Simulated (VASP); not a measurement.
# RbBr (I4/mmm) in VASP: notebook

RbBr is run at these levels: PBE; tasks: single point.

Everything below comes from runs of VASP 6.6.1. Logs are shortened: lines on timing, memory, paths and dates and some standing lists are left out, and cuts for length are marked.

## 1. The cell of the first run

Symmetry: I4/mmm, No. 139, tetragonal system. The conventional cell has a = 4.683 Å, b = 4.683 Å, c = 6.922 Å, α = 90.00°, β = 90.00°, γ = 90.00°. Rb (site symmetry 4/mmm) has 6 Br at 3.31 to 3.46 Å within 4.4 Å. Within 4.4 Å of Br (site symmetry 4/mmm) lie 6 Rb at 3.31 to 3.46 Å.

## 2. Single point, PBE (biaxial xy strain -4.3%)

Input file INCAR:

```
SYSTEM = RbBr
ALGO = Normal
EDIFF = 1E-7
ENCUT = 520
GGA = PE
ISIF = 2
ISMEAR = -1
LASPH = .True.
LCHARG = .True.
LELF = .True.
LREAL = .False.
LVHAR = .True.
LWAVE = .False.
NBANDS = 15
NELM = 60
PREC = Accurate
SIGMA = 0.02
```

Input file KPOINTS:

```
k-points
0
Gamma
  6 6 6
  0 0 0
```

Input file POSCAR:

```
RbBr
1.0
    0.0000000000      3.3116701862      3.4608320474
    3.3116701862      0.0000000000      3.4608320474
    3.3116701862      3.3116701862      0.0000000000
Rb Br
1 1
Direct
    0.0000000000      0.0000000000      0.0000000000
    0.5000000000      0.5000000000      0.5000000000
```

Potentials or basis: VASP PAW PBE potentials, release 64 (Rb_sv, Br).

On the command line:

```
$ cat potpaw_PBE.64/Rb_sv/POTCAR potpaw_PBE.64/Br/POTCAR > POTCAR
$ mpirun -np 1 vasp_std > vasp.out
```

OUTCAR:

```text
SYSTEM = RbBr
   EDIFF = 1E-7
   ENCUT = 520
   GGA = PE
   ISIF = 2
   ISMEAR = -1
   LASPH = .True.
   LREAL = .False.
   NELM = 60
   PREC = Accurate

 ion  position               nearest neighbor table
   1  0.000  0.000  0.000-   2 3.31   2 3.31   2 3.31   2 3.31   2 3.46   2 3.46
   2  0.500  0.500  0.500-   1 3.31   1 3.31   1 3.31   1 3.31   1 3.46   1 3.46

  LATTYP: Found a body centered tetragonal cell.
 ALAT       =     4.6834088914
 C/A-ratio  =     1.4779115502

  Lattice vectors:

 A1 = (  -3.3116701862,   0.0000000000,   3.4608320474)
 A2 = (   3.3116701862,   0.0000000000,   3.4608320474)
 A3 = (   0.0000000000,   3.3116701862,  -3.4608320474)

Analysis of symmetry for initial positions (statically):
=====================================================================
 Subroutine PRICEL returns:
 Original cell was already a primitive cell.

 Routine SETGRP: Setting up the symmetry group for a
 body centered tetragonal supercell.

 Subroutine GETGRP returns: Found 16 space group operations
 (whereof 16 operations were pure point group operations)
 out of a pool of 16 trial point group operations.

The static configuration has the point symmetry D_4h.

Analysis of symmetry for dynamics (positions and initial velocities):
=====================================================================
 Subroutine PRICEL returns:
 Original cell was already a primitive cell.

 Routine SETGRP: Setting up the symmetry group for a
 body centered tetragonal supercell.

 Subroutine GETGRP returns: Found 16 space group operations
 (whereof 16 operations were pure point group operations)
 out of a pool of 16 trial point group operations.

The dynamic configuration has the point symmetry D_4h.

 Subroutine INISYM returns: Found 16 space group operations
 (whereof 16 operations are pure point group operations),
 and found     1 'primitive' translations

----------------------------------------------------------------------------------------

                                     Primitive cell

  volume of cell :      75.9110

  direct lattice vectors                    reciprocal lattice vectors
     0.000000000  3.311670186  3.460832047    -0.150981219  0.150981219  0.144473928
     3.311670186  0.000000000  3.460832047     0.150981219 -0.150981219  0.144473928
     3.311670186  3.311670186  0.000000000     0.150981219  0.150981219 -0.144473928

  length of vectors
     4.790043620  4.790043620  4.683408891     0.257804912  0.257804912  0.257804912

  position of ions in fractional coordinates (direct lattice)
     0.000000000  0.000000000  0.000000000
     0.500000000  0.500000000  0.500000000

  ion indices of the primitive-cell ions
   primitive index   ion index
                 1           1
                 2           2

----------------------------------------------------------------------------------------

 KPOINTS: k-points

Automatic generation of k-mesh.
 Grid dimensions read from file:
 generate k-points for:    6    6    6

 Generating k-lattice:

  Cartesian coordinates                     Fractional coordinates (reciprocal lattice)
    -0.025163536  0.025163536  0.024078988     0.166666667  0.000000000  0.000000000
     0.025163536 -0.025163536  0.024078988     0.000000000  0.166666667  0.000000000
     0.025163536  0.025163536 -0.024078988     0.000000000  0.000000000  0.166666667

  Length of vectors
     0.042967485  0.042967485  0.042967485

  Shift w.r.t. Gamma in fractional coordinates (k-lattice)
     0.000000000  0.000000000  0.000000000

 Subroutine IBZKPT returns following result:
 ===========================================

 Found     30 irreducible k-points:

 Following reciprocal coordinates:
            Coordinates               Weight
  0.000000  0.000000  0.000000      1.000000
  0.166667  0.000000  0.000000      8.000000
  0.333333  0.000000  0.000000      8.000000
  0.500000  0.000000  0.000000      4.000000
  0.166667  0.166667  0.000000      2.000000
  0.333333  0.166667  0.000000      8.000000
[... 16 lines left out ...]
  0.333333  0.000000  0.333333      4.000000
  0.500000  0.000000  0.333333     16.000000
 [... further k-points ...]
   k-points           NKPTS =     30   k-points in BZ     NKDIM =     30   number of bands    NBANDS=     15
   number of dos      NEDOS =    301   number of ions     NIONS =      2
   total plane-waves  NPLWV =  46656
   dimension x,y,z NGX =    36 NGY =   36 NGZ =   36
   dimension x,y,z NGXF=    72 NGYF=   72 NGZF=   72
   ions per type =               1   1
   NGX,Y,Z   is equivalent  to a cutoff of  12.49, 12.49, 12.78 a.u.
   NGXF,Y,Z  is equivalent  to a cutoff of  24.99, 24.99, 25.56 a.u.
 SYSTEM =  RbBr
   PREC   = accura    normal or accurate (medium, high low for compatibility)
   ISTART =      0    job   : 0-new  1-cont  2-samecut
   ICHARG =      2    charge: 1-file 2-atom 10-const
   ISPIN  =      1    spin polarized calculation?
   LNONCOLLINEAR =      F non collinear calculations
   LSORBIT =      F    spin-orbit coupling
   LASPH  =      T    aspherical Exc in radial PAW
   ENCUT  =  520.0 eV  38.22 Ry    6.18 a.u.   8.91  8.91  8.71*2*pi/ulx,y,z
   NELM   =     60;   NELMIN=  2; NELMDL= -5     # of ELM steps
   EDIFF  = 0.1E-06   stopping-criterion for ELM
   LREAL  =      F    real-space projection
   EDIFFG = 0.1E-05   stopping-criterion for IOM
   NSW    =      0    number of steps for IOM
   IBRION =     -1    ionic relax: 0-MD 1-quasi-New 2-CG
   NFREE  =      0    steps in history (QN), initial steepest desc. (CG)
   ISIF   =      2    stress and relaxation
   ISYM   =      2    0-nonsym 1-usesym 2-fastsym
   POTIM  = 0.5000    time-step for ionic-motion
   TEBEG  =    0.0;   TEEND  =   0.0 temperature during run
   PSTRESS=    0.0 pullay stress
   NELECT =      16.0000    total number of electrons
   NUPDOWN=      -1.0000    fix difference up-down
   EMIN   =  10.00;   EMAX   =-10.00  energy-range for DOS
   EFERMI =   0.00;   METHOD = LEGACY
   ISMEAR =    -1;   SIGMA  =   0.02  broadening in eV -4-tet -1-fermi 0-gaus
   EFERMI_NEDOS =   21; number of points for ismear=-14 and -15
   IALGO  =     38    algorithm
   IMIX   =      4    mixing-type and parameters
     AMIX     =   0.40;   BMIX     =  1.00
     AMIX_MAG =   1.60;   BMIX_MAG =  1.00
  volume/ion in A,a.u.               =      37.96       256.14
  Fermi-wavevector in a.u.,A,eV,Ry     =   0.974271  1.841106 12.914714  0.949205
  Thomas-Fermi vector in A             =   2.104718
   LORBIT       =      0    0 simple, 1 ext, 2 COOP (PROOUT), +10 PAW based schemes
   GGA     = PE    functional components
   LHFCALC =     F    Hartree Fock is set to
   AEXX    =    0.0000 exact exchange contribution
   IVDW    =     0    specifies the selected vdW correction
   LEPSILON=     F    determine dielectric tensor
   LRPA    =     F    only Hartree local field effects (RPA)
 non-spin polarized calculation
  energy-cutoff  :      520.00
  volume of cell :       75.91
 maximum number of plane-waves:      2084
   NGX = 17   NGY = 17   NGZ = 17

 number of electron      16.0000001 magnetization

 Free energy of the ion-electron system (eV)
  ---------------------------------------------------
  ext. energy  EPLUGINS =         0.00000000
  ---------------------------------------------------
  free energy    TOTEN  =        -6.03934512 eV

  energy without entropy =       -6.03934512  energy(sigma->0) =       -6.03934512

 E-fermi :  -1.0636     XC(G=0):  -7.4663

 val. band max:       -1.4944674921   @ k =   0.0000   0.0000   0.0000
 cond. band min:       2.9910333995   @ k =   0.0000   0.0000   0.0000
 fundamental gap:      4.4855008916
 Fermi energy:        -1.0636025457

 k-point     1 :       0.0000    0.0000    0.0000
  band No.  band energies     occupation
      1     -25.8120      2.00000
      2     -13.7643      2.00000
      3      -9.8999      2.00000
      4      -9.8999      2.00000
      5      -9.8893      2.00000
      6      -1.5588      2.00000
      7      -1.4945      2.00000
      8      -1.4945      2.00000
      9       2.9910      0.00000
     10       5.5889      0.00000
     11       5.8673      0.00000
     12       5.8673      0.00000
     13       6.6017      0.00000
     14       6.8167      0.00000
     15       9.6173      0.00000

 k-point     2 :       0.1667    0.0000    0.0000
  band No.  band energies     occupation
      1     -25.8087      2.00000
      2     -13.7804      2.00000
      3      -9.8987      2.00000
      4      -9.8969      2.00000
      5      -9.8778      2.00000
      6      -1.8557      2.00000
      7      -1.6436      2.00000
      8      -1.6137      2.00000
      9       3.6676      0.00000
     10       5.6362      0.00000
     11       6.0560      0.00000
     12       6.2047      0.00000
     13       7.0414      0.00000
     14       7.2835      0.00000
     15      10.6665      0.00000

 k-point     3 :       0.3333    0.0000    0.0000
  band No.  band energies     occupation
      1     -25.8021      2.00000
      2     -13.8121      2.00000
      3      -9.9087      2.00000
      4      -9.8962      2.00000
      5      -9.8371      2.00000
      6      -2.3911      2.00000
      7      -1.8408      2.00000
      8      -1.8345      2.00000
      9       4.9226      0.00000
     10       5.8994      0.00000
     11       7.0374      0.00000
     12       7.1516      0.00000
     13       8.1348      0.00000
     14       8.4456      0.00000
     15      10.3479      0.00000
[... 343 lines left out ...]
 k-point    23 :       0.3333    0.0000    0.3333
  band No.  band energies     occupation
      1     -25.7985      2.00000
      2     -13.7519      2.00000
      3      -9.9838      2.00000
      4      -9.9680      2.00000
      5      -9.9505      2.00000
      6      -2.1946      2.00000
      7      -1.6997      2.00000
      8      -1.6456      2.00000
      9       4.3263      0.00000
     10       5.0087      0.00000
     11       7.4777      0.00000
     12       8.3652      0.00000
     13       8.4995      0.00000
     14       8.6110      0.00000
     15       9.6954      0.00000

 k-point    24 :       0.5000    0.0000    0.3333
  band No.  band energies     occupation
      1     -25.7953      2.00000
      2     -13.7346      2.00000
      3     -10.0684      2.00000
      4      -9.9757      2.00000
      5      -9.9535      2.00000
      6      -2.0639      2.00000
      7      -1.8396      2.00000
      8      -1.7532      2.00000
      9       4.4565      0.00000
     10       5.9851      0.00000
     11       7.5975      0.00000
     12       8.0990      0.00000
     13       8.2811      0.00000
     14       9.0662      0.00000
     15       9.7765      0.00000

 [... further k-points ...]
[... 5 lines left out ...]
  --------------------------------------------------------------------------------------
  -------------------------------------------------------------------------------------
  Total        1.3654975      1.3654975      0.4859276      0.0000000     -0.0000000     -0.0000000
  in kB       28.8201889     28.8201889     10.2559878      0.0000000     -0.0000000     -0.0000000
  external PRESSURE =      22.6321219 kB  Pullay stress =       0.0000000 kB

 VOLUME and BASIS-vectors are now :
 -----------------------------------------------------------------------------
  energy-cutoff  :      520.00
  volume of cell :       75.91
      direct lattice vectors                 reciprocal lattice vectors
     0.000000000  3.311670186  3.460832047    -0.150981219  0.150981219  0.144473928
     3.311670186  0.000000000  3.460832047     0.150981219 -0.150981219  0.144473928
     3.311670186  3.311670186  0.000000000     0.150981219  0.150981219 -0.144473928

 POSITION                                       TOTAL-FORCE (eV/Angst)
 -----------------------------------------------------------------------------------
      0.00000      0.00000      0.00000        -0.000000     -0.000000     -0.000000
      3.31167      3.31167      3.46083         0.000000      0.000000      0.000000
 -----------------------------------------------------------------------------------
    total drift:                                0.000000      0.000000      0.000000

  FREE ENERGIE OF THE ION-ELECTRON SYSTEM (eV)
  ---------------------------------------------------
  free  energy   TOTEN  =        -6.0393451227 eV

  energy  without entropy=       -6.0393451227  energy(sigma->0) =       -6.03934512
```

It took 34 s on 1 thread of Intel Xeon Platinum 8488C (Sapphire Rapids), shared host; peak memory 0.21 GiB.

Results:

```yaml
Free_energy: -6.0393 eV
Pressure: 2.3 GPa
Band_gap_on_the_k_mesh: 4.49 eV, direct
```

Levels at points of the mesh, in eV from the valence-band top:
| k point | band 4 | band 5 | band 6 | band 7 | band 8 | band 9 | band 10 | band 11 | band 12 | band 13 |
| --- | --- | --- | --- | --- | --- | --- | --- | --- | --- | --- |
| (0.00, 0.00, 0.00) | -8.41 | -8.39 | -0.06 | 0.00 | 0.00 | 4.49 | 7.08 | 7.36 | 7.36 | 8.10 |
| (0.50, 0.00, 0.00) | -8.40 | -8.32 | -1.12 | -0.44 | -0.44 | 6.94 | 7.89 | 9.63 | 9.66 | 10.19 |
| (0.50, 0.50, 0.00) | -8.48 | -8.48 | -0.57 | -0.14 | -0.14 | 5.55 | 7.32 | 9.23 | 9.37 | 9.64 |
| (0.50, 0.00, 0.50) | -8.52 | -8.48 | -0.47 | -0.23 | -0.17 | 5.50 | 7.35 | 9.34 | 9.53 | 9.68 |

Caveat: the cell differs from its parent crystal (biaxial xy strain -4.3%).

## 3. Single point, PBE (uniaxial x strain +3.0%)

Input file INCAR:

```
SYSTEM = RbBr
PREC = Accurate
ENCUT = 520
EDIFF = 1E-6
ISMEAR = -1
SIGMA = 0.02
LREAL = .False.
LASPH = .True.
NELM = 80
ALGO = Normal
ISIF = 2
LWAVE = .False.
LCHARG = .False.
GGA = PE
NBANDS = 15
```

Input file KPOINTS:

```
regular mesh
0
Gamma
  6 6 6
  0 0 0
```

Input file POSCAR:

```
RbBr
1.0
    0.0000000000      3.4608320474      3.4608320474
    3.5639648424      0.0000000000      3.4608320474
    3.5639648424      3.4608320474      0.0000000000
Rb Br
1 1
Direct
    0.0000000000      0.0000000000      0.0000000000
    0.5000000000      0.5000000000      0.5000000000
```

Potentials or basis: VASP PAW PBE potentials, release 64 (Rb_sv, Br).

On the command line:

```
$ cat potpaw_PBE.64/Rb_sv/POTCAR potpaw_PBE.64/Br/POTCAR > POTCAR
$ mpirun -np 1 vasp_std > vasp.out
```

It took 39 s on 1 thread of Intel Xeon Platinum 8488C (Sapphire Rapids), shared host; peak memory 0.24 GiB.

The run converged. Its results:

| Property | Result |
| --- | --- |
| Free energy | -6.1113 eV |
| Pressure | 0.2 GPa |
| Band gap on the k mesh | 4.21 eV, direct |

Stress tensor (GPa, compression positive):
```
-0.26  0.00  0.00
 0.00  0.42  0.00
 0.00  0.00  0.42
```

Levels at points of the mesh, in eV from the valence-band top:
```
           k point  band 6  band 7  band 8  band 9  band 10  band 11
(0.00, 0.00, 0.00)   -0.02    0.00    0.00    4.21     7.14     7.31
(0.50, 0.00, 0.00)   -0.90   -0.32   -0.31    6.65     7.50     9.29
(0.50, 0.50, 0.00)   -0.45   -0.18   -0.17    5.65     6.91     8.93
(0.00, 0.50, 0.50)   -0.49   -0.14   -0.14    5.68     6.88     8.81
```

Caveat: the cell differs from its parent crystal (uniaxial x strain +3.0%).
